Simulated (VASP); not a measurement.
# HfN (P1) in VASP: relaxation of cell and atoms with PBEsol

Aim: the relaxation of cell and atoms of HfN with PBEsol.

Everything below comes from runs of VASP 6.6.1. Logs are shortened: lines on timing, memory, paths and dates and some standing lists are left out, and cuts for length are marked.

**1. The cell of the first run**

The typed cell holds 2 atoms: a = 3.183 Å, b = 3.183 Å, c = 3.183 Å, α = 60.00°, β = 60.00°, γ = 60.00°.

**2. Relaxation of cell and atoms, PBEsol (all N atoms moved 0.1 Å in one direction)**

Contents of INCAR:

```
  PREC = Accurate
  ENCUT = 600
  EDIFF = 1E-6
  ISMEAR = 0
  SIGMA = 0.15
  LREAL = False
  LASPH = True
  NELM = 80
  ALGO = Normal
  ISIF = 3
  LWAVE = False
  LCHARG = False
  GGA = PS
  IBRION = 2
  NSW = 100
  EDIFFG = -0.01
```

Contents of KPOINTS:

```
regular mesh
0
Gamma
  14 14 14
```

Contents of POSCAR:

```
HfN
1.0
    0.0000000000      2.2507757578      2.2507757578
    2.2507757578      0.0000000000      2.2507757578
    2.2507757578      2.2507757578      0.0000000000
Hf N
1 1
Direct
   -0.0159586667     -0.0030620902      0.0144366739
    0.5159586667      0.5030620902      0.4855633261
```

Potentials or basis: VASP PAW PBE potentials, release 64 (Hf_pv, N).

The run is started by

```
> cat potpaw_PBE.64/Hf_pv/POTCAR potpaw_PBE.64/N/POTCAR > POTCAR
> mpirun -np 1 vasp_std > vasp.out
```

OUTCAR:

```text
PREC = Accurate
   ENCUT = 600
   EDIFF = 1E-6
   ISMEAR = 0
   LREAL = False
   LASPH = True
   NELM = 80
   ISIF = 3
   GGA = PS
   IBRION = 2
   NSW = 100
   EDIFFG = -0.01

 ion  position               nearest neighbor table
   1  0.984  0.997  0.014-   2 2.17   2 2.20   2 2.25   2 2.26   2 2.30   2 2.34
   2  0.516  0.503  0.486-   1 2.17   1 2.20   1 2.25   1 2.26   1 2.30   1 2.34

  LATTYP: Found a face centered cubic cell.
 ALAT       =     4.5015515156

  Lattice vectors:

 A1 = (   0.0000000000,   2.2507757578,   2.2507757578)
 A2 = (   2.2507757578,   0.0000000000,   2.2507757578)
 A3 = (   2.2507757578,   2.2507757578,   0.0000000000)

Analysis of symmetry for initial positions (statically):
=====================================================================
 Subroutine PRICEL returns:
 Original cell was already a primitive cell.

 Routine SETGRP: Setting up the symmetry group for a
 face centered cubic supercell.

 Subroutine GETGRP returns: Found  1 space group operations
 (whereof  1 operations were pure point group operations)
 out of a pool of 48 trial point group operations.

The static configuration has the point symmetry C_1 .

Analysis of symmetry for dynamics (positions and initial velocities):
=====================================================================
 Subroutine PRICEL returns:
 Original cell was already a primitive cell.

 Routine SETGRP: Setting up the symmetry group for a
 face centered cubic supercell.

 Subroutine GETGRP returns: Found  1 space group operations
 (whereof  1 operations were pure point group operations)
 out of a pool of 48 trial point group operations.

The dynamic configuration has the point symmetry C_1 .

 Subroutine INISYM returns: Found  1 space group operations
 (whereof  1 operations are pure point group operations),
 and found     1 'primitive' translations

----------------------------------------------------------------------------------------

                                     Primitive cell

  volume of cell :      22.8048

  direct lattice vectors                    reciprocal lattice vectors
     0.000000000  2.250775758  2.250775758    -0.222145631  0.222145631  0.222145631
     2.250775758  0.000000000  2.250775758     0.222145631 -0.222145631  0.222145631
     2.250775758  2.250775758  0.000000000     0.222145631  0.222145631 -0.222145631

  length of vectors
     3.183077603  3.183077603  3.183077603     0.384767519  0.384767519  0.384767519

  position of ions in fractional coordinates (direct lattice)
     0.984041333  0.996937910  0.014436674
     0.515958667  0.503062090  0.485563326

  ion indices of the primitive-cell ions
   primitive index   ion index
                 1           1
                 2           2

----------------------------------------------------------------------------------------

 KPOINTS: regular mesh

Automatic generation of k-mesh.
 Grid dimensions read from file:
 generate k-points for:   14   14   14

 Generating k-lattice:

  Cartesian coordinates                     Fractional coordinates (reciprocal lattice)
    -0.015867545  0.015867545  0.015867545     0.071428571  0.000000000  0.000000000
     0.015867545 -0.015867545  0.015867545     0.000000000  0.071428571  0.000000000
     0.015867545  0.015867545 -0.015867545     0.000000000  0.000000000  0.071428571

  Length of vectors
     0.027483394  0.027483394  0.027483394

  Shift w.r.t. Gamma in fractional coordinates (k-lattice)
     0.000000000  0.000000000  0.000000000

 Subroutine IBZKPT returns following result:
 ===========================================

 Found   1376 irreducible k-points:

 Following reciprocal coordinates:
            Coordinates               Weight
  0.000000  0.000000  0.000000      1.000000
  0.071429  0.000000  0.000000      2.000000
  0.000000  0.071429  0.000000      2.000000
  0.000000  0.000000  0.071429      2.000000
  0.071429  0.071429  0.071429      2.000000
  0.142857  0.000000  0.000000      2.000000
[... 16 lines left out ...]
  0.000000  0.428571  0.000000      2.000000
  0.000000  0.000000  0.428571      2.000000
 [... further k-points ...]
   k-points           NKPTS =   1376   k-points in BZ     NKDIM =   1376   number of bands    NBANDS=     11
   number of dos      NEDOS =    301   number of ions     NIONS =      2
   total plane-waves  NPLWV =  21952
   dimension x,y,z NGX =    28 NGY =   28 NGZ =   28
   dimension x,y,z NGXF=    56 NGYF=   56 NGZF=   56
   ions per type =               1   1
   NGX,Y,Z   is equivalent  to a cutoff of  14.62, 14.62, 14.62 a.u.
   NGXF,Y,Z  is equivalent  to a cutoff of  29.25, 29.25, 29.25 a.u.
 SYSTEM =  unknown system
   PREC   = accura    normal or accurate (medium, high low for compatibility)
   ISTART =      0    job   : 0-new  1-cont  2-samecut
   ICHARG =      2    charge: 1-file 2-atom 10-const
   ISPIN  =      1    spin polarized calculation?
   LNONCOLLINEAR =      F non collinear calculations
   LSORBIT =      F    spin-orbit coupling
   LASPH  =      T    aspherical Exc in radial PAW
   ENCUT  =  600.0 eV  44.10 Ry    6.64 a.u.   6.36  6.36  6.36*2*pi/ulx,y,z
   NELM   =     80;   NELMIN=  2; NELMDL= -5     # of ELM steps
   EDIFF  = 0.1E-05   stopping-criterion for ELM
   LREAL  =      F    real-space projection
   EDIFFG = -.1E-01   stopping-criterion for IOM
   NSW    =    100    number of steps for IOM
   IBRION =      2    ionic relax: 0-MD 1-quasi-New 2-CG
   NFREE  =      1    steps in history (QN), initial steepest desc. (CG)
   ISIF   =      3    stress and relaxation
   ISYM   =      2    0-nonsym 1-usesym 2-fastsym
   POTIM  = 0.5000    time-step for ionic-motion
   TEBEG  =    0.0;   TEEND  =   0.0 temperature during run
   PSTRESS=    0.0 pullay stress
   NELECT =      15.0000    total number of electrons
   NUPDOWN=      -1.0000    fix difference up-down
   EMIN   =  10.00;   EMAX   =-10.00  energy-range for DOS
   EFERMI =   0.00;   METHOD = LEGACY
   ISMEAR =     0;   SIGMA  =   0.15  broadening in eV -4-tet -1-fermi 0-gaus
   EFERMI_NEDOS =   21; number of points for ismear=-14 and -15
   IALGO  =     38    algorithm
   IMIX   =      4    mixing-type and parameters
     AMIX     =   0.40;   BMIX     =  1.00
     AMIX_MAG =   1.60;   BMIX_MAG =  1.00
  volume/ion in A,a.u.               =      11.40        76.95
  Fermi-wavevector in a.u.,A,eV,Ry     =   1.423737  2.690472 27.579367  2.027026
  Thomas-Fermi vector in A             =   2.544302
   LORBIT       =      0    0 simple, 1 ext, 2 COOP (PROOUT), +10 PAW based schemes
   GGA     = PS    functional components
   LHFCALC =     F    Hartree Fock is set to
   AEXX    =    0.0000 exact exchange contribution
   IVDW    =     0    specifies the selected vdW correction
   LEPSILON=     F    determine dielectric tensor
   LRPA    =     F    only Hartree local field effects (RPA)
 conjugate gradient relaxation of ions
 non-spin polarized calculation
 Gauss-broadening in eV      SIGMA  =   0.15
  energy-cutoff  :      600.00
  volume of cell :       22.80
 maximum number of plane-waves:       778
 NGX is ok and might be reduce to    28
   NGX = 13   NGY = 13   NGZ = 13

--------------------------------------- Ionic step        1  -------------------------------------------

 number of electron      15.0000001 magnetization

 Free energy of the ion-electron system (eV)
  ---------------------------------------------------
  ext. energy  EPLUGINS =         0.00000000
  ---------------------------------------------------
  free energy    TOTEN  =       -22.93472676 eV

  energy without entropy =      -22.92627661  energy(sigma->0) =      -22.93050169

------------------------ aborting loop because EDIFF is reached ----------------------------------------

  FORCE on cell =-STRESS in cart. coord.  units (eV):
  Direction    XX          YY          ZZ          XY          YZ          ZX
  --------------------------------------------------------------------------------------
  -------------------------------------------------------------------------------------
  Total       -0.1615496     -0.3086659      0.1128496      0.0049649     -0.0075434      0.0544523
  in kB      -11.3498444    -21.6856572      7.9283705      0.3488153     -0.5299666      3.8256065
  external PRESSURE =      -8.3690437 kB  Pullay stress =       0.0000000 kB
[... 201 lines left out ...]
  energy  without entropy=      -22.9878215049  energy(sigma->0) =      -22.99204786

--------------------------------------- Ionic step        7  -------------------------------------------

 number of electron      15.0000002 magnetization

 Free energy of the ion-electron system (eV)
  ---------------------------------------------------
  ext. energy  EPLUGINS =         0.00000000
  ---------------------------------------------------
  free energy    TOTEN  =       -22.99627659 eV

  energy without entropy =      -22.98782547  energy(sigma->0) =      -22.99205103

 E-fermi :   8.3554     XC(G=0): -12.9903

 val. band max:        8.3342501555   @ k =   0.2143   0.0000   0.5000
 cond. band min:       8.3717909993   @ k =  -0.2857  -0.0714   0.0714
 fundamental gap:      0.0375408437
 Fermi energy:         8.3553863265

 k-point     1 :       0.0000    0.0000    0.0000
  band No.  band energies     occupation
      1     -22.6244      2.00000
      2     -22.6242      2.00000
      3     -22.6238      2.00000
      4      -9.1851      2.00000
      5       5.3571      2.00000
      6       5.3584      2.00000
      7       5.3600      2.00000
      8       7.9764      1.99965
      9       7.9807      1.99959
     10       7.9854      1.99951
     11      10.3516      0.00000
[... 309 lines left out ...]
 k-point    24 :       0.0000    0.0000    0.4286
  band No.  band energies     occupation
      1     -23.6150      2.00000
      2     -22.7124      2.00000
      3     -22.7123      2.00000
      4      -6.4849      2.00000
      5      -0.3916      2.00000
      6       2.1922      2.00000
      7       2.1965      2.00000
      8      10.9964      0.00000
      9      11.8486      0.00000
     10      11.8562      0.00000
     11      13.4982      0.00000

 [... further k-points ...]
[... 5 lines left out ...]
  --------------------------------------------------------------------------------------
  -------------------------------------------------------------------------------------
  Total       -0.0189889     -0.0190334     -0.0160089     -0.0007748      0.0011840     -0.0085427
  in kB       -1.3440548     -1.3472033     -1.1331248     -0.0548394      0.0838080     -0.6046589
  external PRESSURE =      -1.2747943 kB  Pullay stress =       0.0000000 kB
[... 17 lines left out ...]
  FREE ENERGIE OF THE ION-ELECTRON SYSTEM (eV)
  ---------------------------------------------------
  free  energy   TOTEN  =       -22.9962765937 eV

  energy  without entropy=      -22.9878254747  energy(sigma->0) =      -22.99205103

 reached required accuracy - stopping structural energy minimisation
```

Wall time 11 min (1 thread of Intel Xeon 6975P-C (Granite Rapids), shared host); peak memory 0.62 GiB.

What came out:

| Property | Result |
| --- | --- |
| Free energy | -22.9963 eV |
| Relaxed volume | 11.32 Å³/atom |
| Relaxed cell | a = 3.175 Å, b = 3.176 Å, c = 3.175 Å, α = 59.99°, β = 59.98°, γ = 59.99° |
| Space group after relaxing (to 0.05 Å) | Fm-3m (No. 225) |
| Energy gained by relaxing | 30.8 meV/atom |
| Ionic steps | 7 |
| Pressure after relaxing | -0.1 GPa |
| Largest force after relaxing | 0.003 eV/Å |

Forces on the atoms (eV/Å):
```
Hf   0.001  0.000 -0.003
N   -0.001  0.000  0.003
```

Step by step:
```
step  energy change (eV)  largest force (eV/Å)  pressure (GPa)  volume (Å³)
   1              0.0000                1.1989           -0.84        22.80
   2             -0.0580                0.1886            0.35        22.61
   3             -0.0600                0.0329           -0.12        22.64
   4             -0.0607                0.0570            0.36        22.60
   5             -0.0615                0.0194            0.11        22.62
   6             -0.0615                0.0015           -0.16        22.64
   7             -0.0615                0.0033           -0.13        22.64
```

Final structure:
```
Hf N
1.0
     0.00069    2.24512    2.24509
     2.24585   -0.00003    2.24580
     2.24527    2.24527    0.00054
Hf N
1 1
Direct
  0.00004 0.00002 0.99996
  0.49996 0.49998 0.50004
```

Levels at points of the mesh, in eV from the Fermi level:
| k point | band 3 | band 4 | band 5 | band 6 | band 7 | band 8 | band 9 | band 10 | band 11 |
| --- | --- | --- | --- | --- | --- | --- | --- | --- | --- |
| (0.00, 0.00, 0.00) | -30.98 | -17.54 | -3.00 | -3.00 | -3.00 | -0.38 | -0.37 | -0.37 | 2.00 |
| (0.50, 0.00, 0.00) | -31.07 | -14.66 | -9.00 | -6.26 | -6.26 | 3.39 | 3.81 | 3.82 | 4.51 |
| (0.00, 0.50, 0.00) | -31.07 | -14.66 | -9.00 | -6.26 | -6.26 | 3.39 | 3.81 | 3.82 | 4.51 |
| (0.00, 0.00, 0.50) | -31.07 | -14.66 | -9.00 | -6.26 | -6.26 | 3.39 | 3.81 | 3.82 | 4.51 |
| (0.50, 0.50, 0.50) | -31.07 | -14.66 | -9.00 | -6.26 | -6.26 | 3.39 | 3.81 | 3.82 | 4.51 |
| (0.50, 0.50, 0.00) | -31.31 | -16.42 | -5.38 | -3.92 | -3.66 | -3.66 | 4.20 | 5.70 | 5.70 |
| (0.00, 0.50, 0.50) | -31.31 | -16.42 | -5.38 | -3.92 | -3.66 | -3.66 | 4.20 | 5.70 | 5.70 |
| (0.50, 0.00, 0.50) | -31.31 | -16.42 | -5.38 | -3.92 | -3.66 | -3.65 | 4.20 | 5.70 | 5.70 |

Caveat: the cell differs from its parent crystal (all N atoms moved 0.1 Å in one direction); the PAW data sets were made with another functional, which shifts forces and pressure a little; spin-orbit coupling is left out, which moves the levels of the heavy elements.
